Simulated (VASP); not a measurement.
A run of VASP 6.6.1 is set up as follows.

POSCAR

```
NaI
1.0
    4.1674095145      0.0000000000      0.0000000000
    0.0000000000      4.1674095145      0.0000000000
    0.0000000000      0.0000000000      4.0405366633
Na I
1 1
Direct
    0.0000000000      0.0000000000      0.0000000000
    0.5000000000      0.5000000000      0.5000000000
```

File INCAR.step1:

```
PREC = Accurate
ENCUT = 520
EDIFF = 1E-5
ISMEAR = 0
SIGMA = 0.01
LREAL = False
LASPH = True
NELM = 100
ALGO = Normal
ISIF = 2
LWAVE = True
LCHARG = False
GGA = PE
NBANDS = 14
```

File INCAR.step2:

```
PREC = Accurate
ENCUT = 520
EDIFF = 1E-6
ISMEAR = 0
SIGMA = 0.01
LREAL = False
LASPH = True
NELM = 100
ALGO = Normal
ISIF = 2
LWAVE = False
LCHARG = False
GGA = PE
LHFCALC = True
HFSCREEN = 0.2079
PRECFOCK = Normal
ISTART = 1
NBANDS = 14
```

KPOINTS

```
regular mesh
0
Gamma
  4 4 4
```

Potentials or basis: VASP PAW PBE potentials, release 64 (Na_pv, I).

The run is started by

```bash
$ cat potpaw_PBE.64/Na_pv/POTCAR potpaw_PBE.64/I/POTCAR > POTCAR
$ cp INCAR.step1 INCAR
$ mpirun -np 1 vasp_std > vasp.out
$ cp INCAR.step2 INCAR
$ mpirun -np 1 vasp_std > vasp.out
```

Question: Estimate the pressure.

Answer: -0.7 GPa.

Question: What does it give for the band gap on the k mesh?

Answer: 2.99 eV (least direct gap 3.56 eV).

Stress tensor (GPa, compression positive):
```
-1.22  0.00  0.00
 0.00 -1.22  0.00
 0.00  0.00  0.20
```

Caveat: the cell differs from its parent crystal (biaxial xy strain +3.1%); the PAW data sets were made with another functional, which shifts forces and pressure a little; spin-orbit coupling is left out, which moves the levels of the heavy elements. A k mesh can miss the band edges.
